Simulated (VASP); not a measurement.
# Pb in VASP: notebook, part 3 of 3

VASP 6.6.1.

### 5 Electric field gradients, PBE (volume scaled by 1.04)

INCAR

```
ALGO     = Normal         # electronic algorithm
EDIFF    = 1E-8           # SCF threshold, eV
ENCUT    = 520            # plane-wave cutoff, eV
GGA      = PE             # functional
ISIF     = 2              # what is computed and relaxed
ISMEAR   = -1             # smearing method
LASPH    = True           # aspherical terms in the spheres
LCHARG   = False          # write CHGCAR
LEFG     = True         
LREAL    = False          # projectors in reciprocal space
LWAVE    = False          # write WAVECAR
NBANDS   = 21             # bands
NELM     = 60             # most SCF steps
PREC     = Accurate       # precision mode
SIGMA    = 0.05           # smearing width, eV
```

KPOINTS

```
k-points
0
Gamma
  8 8 8
```

POSCAR

```
Pb
1.0
    0.0000000000      3.4842552460      3.4842552460
    3.4842552460      0.0000000000      3.4842552460
    3.4842552460      3.4842552460      0.0000000000
Pb
2
Direct
    0.0000000000      0.0000000000      0.0000000000
    0.2500000000      0.2500000000      0.2500000000
```

Potentials or basis: VASP PAW PBE potentials, release 64 (Pb_d).

Launch:

```
$ cat potpaw_PBE.64/Pb_d/POTCAR > POTCAR
$ mpirun -np 1 vasp_std > vasp.out
```

OUTCAR:

```text
EDIFF = 1E-8
   ENCUT = 520
   GGA = PE
   ISIF = 2
   ISMEAR = -1
   LASPH = True
   LREAL = False
   NELM = 60
   PREC = Accurate

 ion  position               nearest neighbor table
   1  0.000  0.000  0.000-   2 3.02   2 3.02   2 3.02   2 3.02
   2  0.250  0.250  0.250-   1 3.02   1 3.02   1 3.02   1 3.02

  LATTYP: Found a face centered cubic cell.
 ALAT       =     6.9685104920

  Lattice vectors:

 A1 = (   0.0000000000,   3.4842552460,   3.4842552460)
 A2 = (   3.4842552460,   0.0000000000,   3.4842552460)
 A3 = (   3.4842552460,   3.4842552460,   0.0000000000)

Analysis of symmetry for initial positions (statically):
=====================================================================
 Subroutine PRICEL returns:
 Original cell was already a primitive cell.

 Routine SETGRP: Setting up the symmetry group for a
 face centered cubic supercell.

 Subroutine GETGRP returns: Found 48 space group operations
 (whereof 24 operations were pure point group operations)
 out of a pool of 48 trial point group operations.

The static configuration has the point symmetry T_d .
 The point group associated with its full space group is O_h .

Analysis of symmetry for dynamics (positions and initial velocities):
=====================================================================
 Subroutine PRICEL returns:
 Original cell was already a primitive cell.

 Routine SETGRP: Setting up the symmetry group for a
 face centered cubic supercell.

 Subroutine GETGRP returns: Found 48 space group operations
 (whereof 24 operations were pure point group operations)
 out of a pool of 48 trial point group operations.

The dynamic configuration has the point symmetry T_d .
 The point group associated with its full space group is O_h .

 Subroutine INISYM returns: Found 48 space group operations
 (whereof 24 operations are pure point group operations),
 and found     1 'primitive' translations

----------------------------------------------------------------------------------------

                                     Primitive cell

  volume of cell :      84.5980

  direct lattice vectors                    reciprocal lattice vectors
     0.000000000  3.484255246  3.484255246    -0.143502690  0.143502690  0.143502690
     3.484255246  0.000000000  3.484255246     0.143502690 -0.143502690  0.143502690
     3.484255246  3.484255246  0.000000000     0.143502690  0.143502690 -0.143502690

  length of vectors
     4.927481024  4.927481024  4.927481024     0.248553950  0.248553950  0.248553950

  position of ions in fractional coordinates (direct lattice)
     0.000000000  0.000000000  0.000000000
     0.250000000  0.250000000  0.250000000

  ion indices of the primitive-cell ions
   primitive index   ion index
                 1           1
                 2           2

----------------------------------------------------------------------------------------

 KPOINTS: k-points

Automatic generation of k-mesh.
[... 65 lines left out ...]
   NELM   =     60;   NELMIN=  2; NELMDL= -5     # of ELM steps
   EDIFF  = 0.1E-07   stopping-criterion for ELM
   LREAL  =      F    real-space projection
   EDIFFG = 0.1E-06   stopping-criterion for IOM
   NSW    =      0    number of steps for IOM
   IBRION =     -1    ionic relax: 0-MD 1-quasi-New 2-CG
   NFREE  =      0    steps in history (QN), initial steepest desc. (CG)
   ISIF   =      2    stress and relaxation
   ISYM   =      2    0-nonsym 1-usesym 2-fastsym
   POTIM  = 0.5000    time-step for ionic-motion
   TEBEG  =    0.0;   TEEND  =   0.0 temperature during run
   PSTRESS=    0.0 pullay stress
   NELECT =      28.0000    total number of electrons
   NUPDOWN=      -1.0000    fix difference up-down
   EMIN   =  10.00;   EMAX   =-10.00  energy-range for DOS
   EFERMI =   0.00;   METHOD = LEGACY
   ISMEAR =    -1;   SIGMA  =   0.05  broadening in eV -4-tet -1-fermi 0-gaus
   EFERMI_NEDOS =   21; number of points for ismear=-14 and -15
   IALGO  =     38    algorithm
   IMIX   =      4    mixing-type and parameters
     AMIX     =   0.40;   BMIX     =  1.00
     AMIX_MAG =   1.60;   BMIX_MAG =  1.00
  volume/ion in A,a.u.               =      42.30       285.45
  Fermi-wavevector in a.u.,A,eV,Ry     =   1.132420  2.139964 17.447773  1.282375
  Thomas-Fermi vector in A             =   2.269121
   LORBIT       =      0    0 simple, 1 ext, 2 COOP (PROOUT), +10 PAW based schemes
   GGA     = PE    functional components
   LHFCALC =     F    Hartree Fock is set to
   AEXX    =    0.0000 exact exchange contribution
   IVDW    =     0    specifies the selected vdW correction
   LEPSILON=     F    determine dielectric tensor
   LRPA    =     F    only Hartree local field effects (RPA)
 non-spin polarized calculation
  energy-cutoff  :      520.00
  volume of cell :       84.60
 maximum number of plane-waves:      2286
 NGX is ok and might be reduce to    40
   NGX = 19   NGY = 19   NGZ = 19

 number of electron      27.9999998 magnetization

 Free energy of the ion-electron system (eV)
  ---------------------------------------------------
  ext. energy  EPLUGINS =         0.00000000
  ---------------------------------------------------
  free energy    TOTEN  =        -6.60023348 eV

  energy without entropy =       -6.59596833  energy(sigma->0) =       -6.59810090

 E-fermi :   4.0468     XC(G=0):  -8.2577

 val. band max:        3.7638154887   @ k =   0.1250   0.1250   0.0000
 cond. band min:       4.0631048492   @ k =  -0.1250   0.1250   0.0000
 fundamental gap:      0.2992893605
 Fermi energy:         4.0468438469

 k-point     1 :       0.0000    0.0000    0.0000
  band No.  band energies     occupation
      1     -13.1292      2.00000
      2     -13.1292      2.00000
      3     -13.1292      2.00000
      4     -13.0592      2.00000
      5     -13.0592      2.00000
      6     -12.6699      2.00000
[... 565 lines left out ...]
     20      11.8176      0.00000
     21      12.5073      0.00000

 [... further k-points ...]
[... 5 lines left out ...]
  --------------------------------------------------------------------------------------
  -------------------------------------------------------------------------------------
  Total        0.5309313      0.5309313      0.5309313      0.0000000      0.0000000      0.0000000
  in kB       10.0551611     10.0551611     10.0551611      0.0000000      0.0000000      0.0000000
  external PRESSURE =      10.0551611 kB  Pullay stress =       0.0000000 kB

 VOLUME and BASIS-vectors are now :
 -----------------------------------------------------------------------------
  energy-cutoff  :      520.00
  volume of cell :       84.60
      direct lattice vectors                 reciprocal lattice vectors
     0.000000000  3.484255246  3.484255246    -0.143502690  0.143502690  0.143502690
     3.484255246  0.000000000  3.484255246     0.143502690 -0.143502690  0.143502690
     3.484255246  3.484255246  0.000000000     0.143502690  0.143502690 -0.143502690

 POSITION                                       TOTAL-FORCE (eV/Angst)
 -----------------------------------------------------------------------------------
      0.00000      0.00000      0.00000        -0.000000     -0.000000      0.000000
      1.74213      1.74213      1.74213         0.000000      0.000000     -0.000000
 -----------------------------------------------------------------------------------
    total drift:                               -0.000000     -0.000000      0.000000

  FREE ENERGIE OF THE ION-ELECTRON SYSTEM (eV)
  ---------------------------------------------------
  free  energy   TOTEN  =        -6.6002334750 eV

  energy  without entropy=       -6.5959683302  energy(sigma->0) =       -6.59810090

 Electric field gradients (V/A^2)
---------------------------------------------------------------------
 ion       V_xx      V_yy      V_zz      V_xy      V_xz      V_yz
---------------------------------------------------------------------
   1      -0.000     0.000     0.000     0.001     0.001     0.001
   2      -0.000     0.000     0.000     0.001     0.001     0.001
---------------------------------------------------------------------

 Electric field gradients after diagonalization (V/A^2)
 (convention: |V_zz| > |V_xx| > |V_yy|)
----------------------------------------------------------------------
 ion       V_xx      V_yy      V_zz     asymmetry (V_yy - V_xx)/ V_zz
----------------------------------------------------------------------
   1      -0.001    -0.001     0.002       0.000
   2      -0.001    -0.001     0.002       0.000
----------------------------------------------------------------------

           NMR quadrupolar parameters

 Cq : quadrupolar parameter    Cq=e*Q*V_zz/h
 eta: asymmetry parameters     (V_yy - V_xx)/ V_zz
 Q  : nuclear electric quadrupole moment in mb (millibarn)
----------------------------------------------------------------------
 ion       Cq(MHz)       eta       Q (mb)
----------------------------------------------------------------------
   1       0.000       0.000       1.000
   2       0.000       0.000       1.000
----------------------------------------------------------------------
```

It took 29 s on 1 thread of Intel Xeon 6975P-C (Granite Rapids), shared host; peak memory 0.24 GiB.

Results:

```
Free energy            : -6.6002 eV
Pressure               : 1.0 GPa
Band gap on the k mesh : zero (band 14 reaches 4.38 eV, above the bottom of band 15 at 3.29 eV)
```

Caveat: without QUAD_EFG the Cq values of the log hold for a quadrupole moment of 1 mb, not for the nuclei; spin-orbit coupling is left out, which moves the levels of the heavy elements.

### 6 Electric field gradients, PBE (zz strain of -2 %)

INCAR

```
PREC     = Accurate       # precision mode
ENCUT    = 520            # plane-wave cutoff, eV
EDIFF    = 1E-8           # SCF threshold, eV
ISMEAR   = -1             # smearing method
SIGMA    = 0.05           # smearing width, eV
LREAL    = F              # projectors in reciprocal space
LASPH    = T              # aspherical terms in the spheres
NELM     = 60             # most SCF steps
ALGO     = Normal         # electronic algorithm
ISIF     = 2              # what is computed and relaxed
LWAVE    = F              # write WAVECAR
LCHARG   = F              # write CHGCAR
GGA      = PE             # functional
LEFG     = T            
NBANDS   = 21             # bands
```

KPOINTS

```
regular mesh
0
Gamma
  8 8 8
```

POSCAR

```
Pb
1.0
    0.0000000000      3.4390000555      3.3702200544
    3.4390000555      0.0000000000      3.3702200544
    3.4390000555      3.4390000555      0.0000000000
Pb
2
Direct
    0.0000000000      0.0000000000      0.0000000000
    0.2500000000      0.2500000000      0.2500000000
```

Potentials or basis: VASP PAW PBE potentials, release 64 (Pb_d).

Launch:

```
$ cat potpaw_PBE.64/Pb_d/POTCAR > POTCAR
$ mpirun -np 1 vasp_std > vasp.out
```

OUTCAR:

```text
PREC = Accurate
   ENCUT = 520
   EDIFF = 1E-8
   ISMEAR = -1
   LREAL = F
   LASPH = T
   NELM = 60
   ISIF = 2
   GGA = PE

 ion  position               nearest neighbor table
   1  0.000  0.000  0.000-   2 2.96   2 2.96   2 2.96   2 2.96
   2  0.250  0.250  0.250-   1 2.96   1 2.96   1 2.96   1 2.96

  LATTYP: Found a body centered tetragonal cell.
 ALAT       =     4.8634805195
 C/A-ratio  =     1.3859292911

  Lattice vectors:

 A1 = (   0.0000000000,  -3.4390000555,  -3.3702200544)
 A2 = (   0.0000000000,   3.4390000555,  -3.3702200544)
 A3 = (   3.4390000555,   0.0000000000,   3.3702200544)

Analysis of symmetry for initial positions (statically):
=====================================================================
 Subroutine PRICEL returns:
 Original cell was already a primitive cell.

 Routine SETGRP: Setting up the symmetry group for a
 body centered tetragonal supercell.

[... 765 lines left out ...]
  volume of cell :       79.72
      direct lattice vectors                 reciprocal lattice vectors
     0.000000000  3.439000056  3.370220054    -0.145391100  0.145391100  0.148358265
     3.439000056  0.000000000  3.370220054     0.145391100 -0.145391100  0.148358265
     3.439000056  3.439000056  0.000000000     0.145391100  0.145391100 -0.148358265

 POSITION                                       TOTAL-FORCE (eV/Angst)
 -----------------------------------------------------------------------------------
      0.00000      0.00000      0.00000        -0.000000     -0.000000     -0.000000
      1.71950      1.71950      1.68511         0.000000      0.000000      0.000000
 -----------------------------------------------------------------------------------
    total drift:                                0.000000      0.000000      0.000000

  FREE ENERGIE OF THE ION-ELECTRON SYSTEM (eV)
  ---------------------------------------------------
  free  energy   TOTEN  =        -6.5374713093 eV

  energy  without entropy=       -6.5336928785  energy(sigma->0) =       -6.53558209

 Electric field gradients (V/A^2)
---------------------------------------------------------------------
 ion       V_xx      V_yy      V_zz      V_xy      V_xz      V_yz
---------------------------------------------------------------------
   1      -7.513    -7.513    15.026    -0.000    -0.000    -0.000
   2      -7.513    -7.513    15.026    -0.000    -0.000    -0.000
---------------------------------------------------------------------

 Electric field gradients after diagonalization (V/A^2)
 (convention: |V_zz| > |V_xx| > |V_yy|)
----------------------------------------------------------------------
 ion       V_xx      V_yy      V_zz     asymmetry (V_yy - V_xx)/ V_zz
----------------------------------------------------------------------
   1      -7.513    -7.513    15.026       0.000
   2      -7.513    -7.513    15.026       0.000
----------------------------------------------------------------------

           NMR quadrupolar parameters

 Cq : quadrupolar parameter    Cq=e*Q*V_zz/h
 eta: asymmetry parameters     (V_yy - V_xx)/ V_zz
 Q  : nuclear electric quadrupole moment in mb (millibarn)
----------------------------------------------------------------------
 ion       Cq(MHz)       eta       Q (mb)
----------------------------------------------------------------------
   1       0.036       0.000       1.000
   2       0.036       0.000       1.000
----------------------------------------------------------------------
```

OSZICAR:

```text
N       E                     dE             d eps       ncg     rms          rms(c)
DAV:   1     0.296848524160E+03    0.29685E+03   -0.13707E+04  2478   0.146E+03
DAV:   2     0.156517728218E+02   -0.28120E+03   -0.27522E+03  2493   0.397E+02
DAV:   3    -0.574436942765E+01   -0.21396E+02   -0.21248E+02  2981   0.138E+02
DAV:   4    -0.652058385725E+01   -0.77621E+00   -0.77598E+00  2918   0.313E+01
DAV:   5    -0.656644068502E+01   -0.45857E-01   -0.45856E-01  3815   0.671E+00    0.155E+00
DAV:   6    -0.654410592878E+01    0.22335E-01   -0.29344E-02  3481   0.238E+00    0.891E-01
DAV:   7    -0.653597241003E+01    0.81335E-02   -0.28511E-02  3402   0.220E+00    0.165E-01
DAV:   8    -0.653718092369E+01   -0.12085E-02   -0.48264E-03  2962   0.774E-01    0.397E-02
DAV:   9    -0.653745132983E+01   -0.27041E-03   -0.44613E-04  2783   0.239E-01    0.168E-02
DAV:  10    -0.653746653600E+01   -0.15206E-04   -0.43733E-05  3155   0.693E-02    0.514E-03
DAV:  11    -0.653747122101E+01   -0.46850E-05   -0.84112E-06  3104   0.225E-02    0.523E-04
DAV:  12    -0.653747121411E+01    0.69026E-08   -0.32325E-07  3499   0.477E-03    0.223E-04
DAV:  13    -0.653747130098E+01   -0.86869E-07   -0.12397E-08  2418   0.883E-04    0.121E-04
DAV:  14    -0.653747131146E+01   -0.10478E-07   -0.14095E-09  1994   0.362E-04    0.110E-05
DAV:  15    -0.653747130926E+01    0.21964E-08   -0.38685E-10  1694   0.270E-04
   1 F= -.65374713E+01 E0= -.65355821E+01  d E =-.377843E-02
```

It took 74 s on 1 thread of Intel Xeon Platinum 8259CL at 2.50GHz (Skylake/Cascade Lake), shared host; peak memory 0.24 GiB.

Results:

```
Free energy            : -6.5375 eV
Pressure               : 3.1 GPa
Band gap on the k mesh : zero (band 14 reaches 4.89 eV, above the bottom of band 15 at 3.82 eV)
```

Stress tensor (GPa, compression positive):
```
3.02 0.00 0.00
0.00 3.02 0.00
0.00 0.00 3.17
```

Levels at points of the mesh, in eV from the Fermi level:
| k point | band 12 | band 13 | band 14 | band 15 | band 16 | band 17 |
| --- | --- | --- | --- | --- | --- | --- |
| (0.00, 0.00, 0.00) | -3.86 | 0.32 | 0.32 | 0.45 | 2.32 | 2.41 |
| (0.50, 0.00, 0.00) | -7.18 | -1.00 | -0.88 | -0.75 | 3.48 | 3.55 |
| (0.50, 0.50, 0.00) | -8.55 | -2.14 | -2.14 | 0.75 | 0.75 | 7.28 |
| (0.50, 0.00, 0.50) | -8.60 | -2.04 | -2.04 | 0.84 | 0.84 | 7.23 |

Electric field gradients, principal values (V/Å²):
```csv
atom,least,middle,greatest (by size)
1 Pb,-7.513,-7.513,15.026
2 Pb,-7.513,-7.513,15.026
```

Caveat: the cell differs from its parent crystal (zz strain of -2 %); without QUAD_EFG the Cq values of the log hold for a quadrupole moment of 1 mb, not for the nuclei; spin-orbit coupling is left out, which moves the levels of the heavy elements.

### 7 The runs side by side

```csv
cell,gap on the mesh (eV),pressure (GPa)
"a = 4.880 Å, angles 60.0°, 2 atoms",none,2.0
"a = 4.904 Å, angles 60.0°, 2 atoms",none,1.5
"a = 4.896 Å, angles 60.0°, 2 atoms",none,1.6
"a = 4.927 Å, angles 60.0°, 2 atoms",none,1.0
"a = 4.815, b = 4.815, c = 4.863 Å, angles 59.7, 59.7, 60.7°, 2 atoms",none,3.1
```

Alike in all rows: task electric field gradients; level PBE; potentials or basis VASP PAW PBE potentials, release 64 (Pb_d); no spin polarisation; k mesh 8 × 8 × 8; cutoff (eV) 520; smearing fermi-dirac 0.05 eV.

Caveats: spin-orbit coupling is left out, which moves the levels of the heavy elements.

Total energies depend on the potentials used, so only differences within one code and one set of settings carry meaning.
